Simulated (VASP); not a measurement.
The system is Nd2GeB.

```
Nd Ge B
1.0
     5.17839    0.00000    0.00000
    -2.58920    4.48462    0.00000
     0.00000    0.00000    3.77219
Nd Ge B
2 1 1
Direct
  0.33333 0.66667 0.00000
  0.66667 0.33333 0.00000
  0.00000 0.00000 0.00000
  0.00000 0.00000 0.50000
```

The cell was generated, and may not be a known phase.

```yaml
Program: VASP 6.6.1
Task: relaxation of cell and atoms
Functional: PBE
Potentials_or_basis: VASP PAW PBE potentials, release 64 (Nd_3, Ge_d, B), 4f in core
Cutoff: 500 eV
k_mesh: 6 × 6 × 4
Occupations: gaussian, width 0.1 eV
Spin: no spin polarisation
```

At the start: pressure 7.4 GPa; volume 21.90 Å³/atom.

**Question.** Where does the relaxation end?

**Answer.** Over 4 steps the energy falls by 53.0 meV/atom and the volume is 24.44 Å³/atom (+11.6 %); space group P6/mmm (No. 191, to 0.1 Å) before and after.

The path:
```csv
step,energy change (eV),largest force (eV/Å),pressure (GPa),volume (Å³)
1,0.0000,0.0000,7.40,87.60
2,-0.1935,0.0000,-1.74,101.06
3,-0.2120,0.0000,0.11,97.50
4,-0.2121,0.0000,-0.02,97.75
```

Final structure:
```
Nd Ge B
1.0
     5.34771    0.00000    0.00000
    -2.67385    4.63125    0.00000
     0.00000    0.00000    3.94687
Nd Ge B
2 1 1
Direct
  0.33333 0.66667 0.00000
  0.66667 0.33333 0.00000
  0.00000 0.00000 0.00000
  0.00000 0.00000 0.50000
```

Caveat: the k points lie up to 0.40 Å⁻¹ apart in the final cell, too coarse for converged energies and pressures of a metal; an odd number of electrons without spin polarisation forces a metal; a magnetic or distorted state may lie lower.
